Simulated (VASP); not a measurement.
Set up this calculation in VASP 6.6.1, as the native input.

```
Task                   : single point
Functional             : r2SCAN
Dispersion             : D3(BJ)
Potentials or basis    : VASP PAW PBE potentials, release 64 (Pb_d)
Cutoff                 : 520 eV
k mesh                 : 9 × 9 × 9
Occupations            : methfessel-paxton, width 0.025 eV
Spin                   : collinear spin
Starting moments       : [1.0] μB
Fixed moment           : 1 μB
Dipole correction      : no
Further INCAR settings : ALGO = Normal; EDIFF = 1e-07; NBANDS = 17
```

The system is Pb.

```xyz
1
Lattice="0.0000 2.5526 2.5526 2.5526 0.0000 2.5526 2.5526 2.5526 0.0000" Properties=species:S:1:pos:R:3 pbc="T T T"
Pb    0.0000    0.0000    0.0000
```

One way to write it, as run:

POSCAR

```
Pb
1.0
    0.0000000000      2.5525961473      2.5525961473
    2.5525961473      0.0000000000      2.5525961473
    2.5525961473      2.5525961473      0.0000000000
Pb
1
Direct
    0.0000000000      0.0000000000      0.0000000000
```

INCAR.step1

```
ALGO = Normal
EDIFF = 1E-4
ENCUT = 520
GGA = PE
ISMEAR = 1
ISPIN = 2
LASPH = True
LCHARG = False
LREAL = False
LWAVE = True
MAGMOM = 1
NBANDS = 17
NELM = 150
NUPDOWN = 1.0
PREC = Accurate
SIGMA = 0.025
```

INCAR.step2

```
ALGO = Normal
EDIFF = 1E-7
ENCUT = 520
ISIF = 2
ISMEAR = 1
ISPIN = 2
ISTART = 1
IVDW = 12
LASPH = True
LCHARG = False
LMIXTAU = True
LORBIT = 11
LREAL = False
LWAVE = False
MAGMOM = 1
METAGGA = R2SCAN
NBANDS = 17
NELM = 150
NUPDOWN = 1.0
PREC = Accurate
SIGMA = 0.025
VDW_A1 = 0.49484001
VDW_A2 = 5.73083694
VDW_S6 = 1.0
VDW_S8 = 0.78981345
```

KPOINTS

```
k-points
0
Gamma
  9 9 9
```

Potentials or basis: VASP PAW PBE potentials, release 64 (Pb_d).

Command:

```console
$ cat potpaw_PBE.64/Pb_d/POTCAR > POTCAR
$ cp INCAR.step1 INCAR
$ mpirun -np 1 vasp_std > vasp.out
$ cp INCAR.step2 INCAR
$ mpirun -np 1 vasp_std > vasp.out
```

It gave:

```json
{
  "Pressure": "-0.2 GPa",
  "Net moment": "1.00 μB per cell",
  "Site moments": "Pb +0.42 μB",
  "Valence electrons inside the program's atomic spheres": "Pb 11.91",
  "Dispersion energy per atom": "-0.177 eV"
}
```

Caveat: three body term missing; the PAW data sets were made with another functional, which shifts forces and pressure a little; the total moment is fixed, so each spin has its own Fermi level and the state may be an excited one.

Run time: 4 min on 1 thread of Intel Xeon 8259CL, on a shared host, peak memory 0.21 GiB.
